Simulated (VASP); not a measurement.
# Ni (P6_3/mmc) in VASP: notebook

Runs on Ni. Level: PBEsol. Tasks: single point, relaxation of cell and atoms.

Everything below comes from runs of VASP 6.6.1. Logs are shortened: lines on timing, memory, paths and dates and some standing lists are left out, and cuts for length are marked.

## 1. The cell of the first run

The structure is hexagonal, space group P6_3/mmc (No. 194). The conventional cell has a = 2.445 Å, b = 2.445 Å, c = 8.010 Å, α = 90.00°, β = 90.00°, γ = 120.00°. Ni (site symmetry -3m) has 12 Ni at 2.45 Å within 3.2 Å. Within 3.2 Å of Ni (site symmetry -6m2) lie 12 Ni at 2.45 Å.

This isn't the form of Ni at room conditions, which is fcc.

## 2. Single point, PBEsol

The input, INCAR:

```
SYSTEM = Ni
ALGO = Normal
EDIFF = 1E-7
ENCUT = 520
GGA = PS
ISIF = 2
ISMEAR = -1
LASPH = .TRUE.
LCHARG = .TRUE.
LELF = .TRUE.
LREAL = .FALSE.
LVHAR = .TRUE.
LWAVE = .FALSE.
NBANDS = 28
NELM = 80
PREC = Accurate
SIGMA = 0.1
```

The input, KPOINTS:

```
k-points
0
G
  19 19 5
  0 0 0
```

The input, POSCAR:

```
Ni
1.0
    2.4451031932      0.0000000000      0.0000000000
   -1.2225515966      2.1175214801      0.0000000000
    0.0000000000      0.0000000000      8.0100415225
Ni
4
Direct
    1.0000000000      1.0000000000      0.0000000000
    1.0000000000      1.0000000000      0.5000000000
    0.3333333333      0.6666666667      0.2500000000
    0.6666666667      0.3333333333      0.7500000000
```

Potentials or basis: VASP PAW PBE potentials, release 64 (Ni).

Launch:

```sh
$ cat potpaw_PBE.64/Ni/POTCAR > POTCAR
$ mpirun -np 1 vasp_std > vasp.out
```

OUTCAR:

```text
SYSTEM = Ni
   EDIFF = 1E-7
   ENCUT = 520
   GGA = PS
   ISIF = 2
   ISMEAR = -1
   LASPH = .TRUE.
   LREAL = .FALSE.
   NELM = 80
   PREC = Accurate

 ion  position               nearest neighbor table
   1  0.000  0.000  0.000-   3 2.45   4 2.45   3 2.45   4 2.45   4 2.45   3 2.45
   2  0.000  0.000  0.500-   3 2.45   4 2.45   3 2.45   4 2.45   4 2.45   3 2.45
   3  0.333  0.667  0.250-   1 2.45   2 2.45   1 2.45   2 2.45   1 2.45   2 2.45
   4  0.667  0.333  0.750-   1 2.45   2 2.45   1 2.45   2 2.45   1 2.45   2 2.45

  LATTYP: Found a hexagonal cell.
 ALAT       =     2.4451031932
 C/A-ratio  =     3.2759523380

  Lattice vectors:

 A1 = (   2.4451031932,   0.0000000000,   0.0000000000)
 A2 = (  -1.2225515966,   2.1175214801,   0.0000000000)
 A3 = (   0.0000000000,   0.0000000000,   8.0100415225)

Analysis of symmetry for initial positions (statically):
=====================================================================
 Subroutine PRICEL returns:
 Original cell was already a primitive cell.

 Routine SETGRP: Setting up the symmetry group for a
 hexagonal supercell.

 Subroutine GETGRP returns: Found 24 space group operations
 (whereof 12 operations were pure point group operations)
 out of a pool of 24 trial point group operations.

The static configuration has the point symmetry D_3d.
 The point group associated with its full space group is D_6h.

Analysis of symmetry for dynamics (positions and initial velocities):
=====================================================================
 Subroutine PRICEL returns:
 Original cell was already a primitive cell.

 Routine SETGRP: Setting up the symmetry group for a
 hexagonal supercell.

 Subroutine GETGRP returns: Found 24 space group operations
 (whereof 12 operations were pure point group operations)
 out of a pool of 24 trial point group operations.

The dynamic configuration has the point symmetry D_3d.
 The point group associated with its full space group is D_6h.

 Subroutine INISYM returns: Found 24 space group operations
 (whereof 12 operations are pure point group operations),
 and found     1 'primitive' translations

----------------------------------------------------------------------------------------

                                     Primitive cell

  volume of cell :      41.4725

  direct lattice vectors                    reciprocal lattice vectors
     2.445103193  0.000000000  0.000000000     0.408980694  0.236125114  0.000000000
    -1.222551597  2.117521480  0.000000000     0.000000000  0.472250227  0.000000000
     0.000000000  0.000000000  8.010041522     0.000000000  0.000000000  0.124843298

  length of vectors
     2.445103193  2.445103193  8.010041522     0.472250227  0.472250227  0.124843298

  position of ions in fractional coordinates (direct lattice)
     0.000000000  0.000000000  0.000000000
     0.000000000  0.000000000  0.500000000
     0.333333333  0.666666667  0.250000000
     0.666666667  0.333333333  0.750000000

  ion indices of the primitive-cell ions
   primitive index   ion index
                 1           1
                 2           2
                 3           3
                 4           4

----------------------------------------------------------------------------------------

 KPOINTS: k-points

Automatic generation of k-mesh.
 Grid dimensions read from file:
 generate k-points for:   19   19    5

 Generating k-lattice:

  Cartesian coordinates                     Fractional coordinates (reciprocal lattice)
     0.021525300  0.012427638  0.000000000     0.052631579  0.000000000  0.000000000
     0.000000000  0.024855275  0.000000000     0.000000000  0.052631579  0.000000000
     0.000000000  0.000000000  0.024968660     0.000000000  0.000000000  0.200000000

  Length of vectors
     0.024855275  0.024855275  0.024968660

  Shift w.r.t. Gamma in fractional coordinates (k-lattice)
     0.000000000  0.000000000  0.000000000

 Subroutine IBZKPT returns following result:
 ===========================================

 Found    120 irreducible k-points:

 Following reciprocal coordinates:
            Coordinates               Weight
  0.000000  0.000000  0.000000      1.000000
  0.052632  0.000000  0.000000      6.000000
  0.105263  0.000000  0.000000      6.000000
  0.157895  0.000000  0.000000      6.000000
  0.210526 -0.000000  0.000000      6.000000
  0.263158  0.000000  0.000000      6.000000
[... 16 lines left out ...]
  0.263158  0.105263  0.000000     12.000000
  0.315789  0.105263  0.000000     12.000000
 [... further k-points ...]
   k-points           NKPTS =    120   k-points in BZ     NKDIM =    120   number of bands    NBANDS=     28
   number of dos      NEDOS =    301   number of ions     NIONS =      4
   total plane-waves  NPLWV =  19440
   dimension x,y,z NGX =    18 NGY =   18 NGZ =   60
   dimension x,y,z NGXF=    36 NGYF=   36 NGZF=  120
   ions per type =               4
   NGX,Y,Z   is equivalent  to a cutoff of  12.24, 12.24, 12.45 a.u.
   NGXF,Y,Z  is equivalent  to a cutoff of  24.48, 24.48, 24.91 a.u.
 SYSTEM =  Ni
   PREC   = accura    normal or accurate (medium, high low for compatibility)
   ISTART =      0    job   : 0-new  1-cont  2-samecut
   ICHARG =      2    charge: 1-file 2-atom 10-const
   ISPIN  =      1    spin polarized calculation?
   LNONCOLLINEAR =      F non collinear calculations
   LSORBIT =      F    spin-orbit coupling
   LASPH  =      T    aspherical Exc in radial PAW
   ENCUT  =  520.0 eV  38.22 Ry    6.18 a.u.   4.55  4.55 14.89*2*pi/ulx,y,z
   NELM   =     80;   NELMIN=  2; NELMDL= -5     # of ELM steps
   EDIFF  = 0.1E-06   stopping-criterion for ELM
   LREAL  =      F    real-space projection
   EDIFFG = 0.1E-05   stopping-criterion for IOM
   NSW    =      0    number of steps for IOM
   IBRION =     -1    ionic relax: 0-MD 1-quasi-New 2-CG
   NFREE  =      0    steps in history (QN), initial steepest desc. (CG)
   ISIF   =      2    stress and relaxation
   ISYM   =      2    0-nonsym 1-usesym 2-fastsym
   POTIM  = 0.5000    time-step for ionic-motion
   TEBEG  =    0.0;   TEEND  =   0.0 temperature during run
   PSTRESS=    0.0 pullay stress
   NELECT =      40.0000    total number of electrons
   NUPDOWN=      -1.0000    fix difference up-down
   EMIN   =  10.00;   EMAX   =-10.00  energy-range for DOS
   EFERMI =   0.00;   METHOD = LEGACY
   ISMEAR =    -1;   SIGMA  =   0.10  broadening in eV -4-tet -1-fermi 0-gaus
   EFERMI_NEDOS =   21; number of points for ismear=-14 and -15
   IALGO  =     38    algorithm
   IMIX   =      4    mixing-type and parameters
     AMIX     =   0.40;   BMIX     =  1.00
     AMIX_MAG =   1.60;   BMIX_MAG =  1.00
  volume/ion in A,a.u.               =      10.37        69.97
  Fermi-wavevector in a.u.,A,eV,Ry     =   1.617490  3.056613 35.596561  2.616273
  Thomas-Fermi vector in A             =   2.711906
   LORBIT       =      0    0 simple, 1 ext, 2 COOP (PROOUT), +10 PAW based schemes
   GGA     = PS    functional components
   LHFCALC =     F    Hartree Fock is set to
   AEXX    =    0.0000 exact exchange contribution
   IVDW    =     0    specifies the selected vdW correction
   LEPSILON=     F    determine dielectric tensor
   LRPA    =     F    only Hartree local field effects (RPA)
 non-spin polarized calculation
  energy-cutoff  :      520.00
  volume of cell :       41.47
 maximum number of plane-waves:      1148
   NGX =  9   NGY =  9   NGZ = 29

 number of electron      39.9999965 magnetization

 Free energy of the ion-electron system (eV)
  ---------------------------------------------------
  ext. energy  EPLUGINS =         0.00000000
  ---------------------------------------------------
  free energy    TOTEN  =       -24.49270337 eV

  energy without entropy =      -24.14218474  energy(sigma->0) =      -24.31744406

 E-fermi :   9.7408     XC(G=0): -13.7222

 val. band max:        9.7404500159   @ k =   0.2632   0.0000   0.0000
 cond. band min:       9.7414380835   @ k =   0.3158   0.1053   0.2000
 fundamental gap:      0.0009880676
 Fermi energy:         9.7407755474

 k-point     1 :       0.0000    0.0000    0.0000
  band No.  band energies     occupation
      1       0.4791      2.00000
      2       2.7893      2.00000
      3       2.7896      2.00000
      4       4.9832      2.00000
      5       7.2988      2.00000
      6       7.3295      2.00000
[... 20 lines left out ...]
     27      24.7777      0.00000
     28      32.6088      0.00000

 k-point     2 :       0.0526    0.0000    0.0000
  band No.  band energies     occupation
      1       0.5795      2.00000
      2       2.8776      2.00000
      3       2.8778      2.00000
      4       5.0494      2.00000
      5       7.2421      2.00000
      6       7.3014      2.00000
[... 20 lines left out ...]
     27      24.8498      0.00000
     28      31.8948      0.00000

 k-point     3 :       0.1053    0.0000    0.0000
  band No.  band energies     occupation
      1       0.8772      2.00000
      2       3.1352      2.00000
      3       3.1354      2.00000
      4       5.2378      2.00000
      5       7.1071      2.00000
      6       7.2270      2.00000
[... 20 lines left out ...]
     27      25.0625      0.00000
     28      29.6289      0.00000

 k-point     4 :       0.1579    0.0000    0.0000
  band No.  band energies     occupation
      1       1.3615      2.00000
      2       3.5378      2.00000
      3       3.5379      2.00000
      4       5.5138      2.00000
      5       6.9485      2.00000
      6       7.1154      2.00000
[... 578 lines left out ...]
     27      24.4152      0.00000
     28      24.4960      0.00000

 k-point    23 :       0.2632    0.1053    0.0000
  band No.  band energies     occupation
      1       3.8724      2.00000
      2       5.0764      2.00000
      3       5.0914      2.00000
      4       6.1145      2.00000
      5       6.3799      2.00000
      6       6.6952      2.00000
[... 20 lines left out ...]
     27      22.3078      0.00000
     28      22.4252      0.00000

 k-point    24 :       0.3158    0.1053    0.0000
  band No.  band energies     occupation
      1       4.6261      2.00000
      2       5.2437      2.00000
      3       5.3149      2.00000
      4       6.0061      2.00000
      5       6.3281      2.00000
      6       6.5287      2.00000
[... 20 lines left out ...]
     27      20.4455      0.00000
     28      20.7067      0.00000

 [... further k-points ...]

------------------------ aborting loop because EDIFF is reached ----------------------------------------

  FORCE on cell =-STRESS in cart. coord.  units (eV):
  Direction    XX          YY          ZZ          XY          YZ          ZX
  --------------------------------------------------------------------------------------
  -------------------------------------------------------------------------------------
  Total        0.0007250      0.0007250     -0.0035352     -0.0000000      0.0000000     -0.0000000
  in kB        0.0280086      0.0280086     -0.1365747     -0.0000000      0.0000000     -0.0000000
  external PRESSURE =      -0.0268525 kB  Pullay stress =       0.0000000 kB

 VOLUME and BASIS-vectors are now :
 -----------------------------------------------------------------------------
  energy-cutoff  :      520.00
  volume of cell :       41.47
      direct lattice vectors                 reciprocal lattice vectors
     2.445103193  0.000000000  0.000000000     0.408980694  0.236125114  0.000000000
    -1.222551597  2.117521480  0.000000000     0.000000000  0.472250227  0.000000000
     0.000000000  0.000000000  8.010041522     0.000000000  0.000000000  0.124843298

 POSITION                                       TOTAL-FORCE (eV/Angst)
 -----------------------------------------------------------------------------------
      0.00000      0.00000      0.00000         0.000000      0.000000      0.000000
      0.00000      0.00000      4.00502         0.000000      0.000000      0.000000
     -0.00000      1.41168      2.00251        -0.000000      0.000000     -0.000000
      1.22255      0.70584      6.00753         0.000000     -0.000000     -0.000000
 -----------------------------------------------------------------------------------
    total drift:                                0.000000     -0.000000      0.000000

  FREE ENERGIE OF THE ION-ELECTRON SYSTEM (eV)
  ---------------------------------------------------
  free  energy   TOTEN  =       -24.4927033737 eV

  energy  without entropy=      -24.1421847417  energy(sigma->0) =      -24.31744406
```

Wall time 65 s (1 thread of Intel Xeon 6975P-C (Granite Rapids), shared host); peak memory 0.22 GiB.

Results:

| Item | Value |
| --- | --- |
| Free energy | -24.4927 eV |
| Pressure | 0.0 GPa |
| Band gap on the k mesh | zero (bands 20 and 21 overlap by 0.61 eV) |

Levels at points of the mesh, in eV from the Fermi level:
| k point | band 17 | band 18 | band 19 | band 20 | band 21 | band 22 | band 23 | band 24 |
| --- | --- | --- | --- | --- | --- | --- | --- | --- |
| (0.00, 0.00, 0.00) | -1.04 | -0.72 | -0.72 | -0.48 | -0.48 | -0.33 | -0.09 | -0.09 |

Caveat: the PAW data sets were made with another functional, which shifts forces and pressure a little; the run has no spin polarisation, though such a crystal can be magnetic. Spin polarisation is off, so any magnetic state and its effect on volume and gap are missing.

(Continued in part 2 of 2.)
